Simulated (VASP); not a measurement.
Runs of VASP 6.6.1 on TiC (rocksalt type). The structure is that of space group Fm-3m (No. 225), or close to it. The cells are those of the table. 

| task | cell | cutoff (eV) | gap on the mesh (eV) | pressure (GPa) |
| --- | --- | --- | --- | --- |
| single point | a = 2.991 Å, angles 60.0°, 2 atoms | 520 | none | (a) |
| relaxation of cell and atoms | relaxed from a = 3.047 Å, angles 60.0°, 2 atoms | 600 | none | 0.0 |
| relaxation of cell and atoms | relaxed to 21 GPa from a = 2.991 Å, angles 60.0°, 2 atoms | 600 | none | 21.0 |
| single point | a = 3.064 Å, angles 60.0°, 2 atoms | 520 | none | 0.3 |

Alike in all rows: level PBE; potentials or basis VASP PAW PBE potentials, release 64 (Ti_sv, C); no spin polarisation; k mesh 16 × 16 × 16; smearing fermi-dirac 0.08 eV.

**Question.** Estimate the missing entries.

**Answer.** (a) 21.2.

Caveats: the relaxation stopped at its first step, so nothing moved (some runs); the cell is relaxed towards a set pressure, so the enthalpy falls and the energy may rise (some runs).

A gap of «none» marks levels without a gap at the run's occupations.
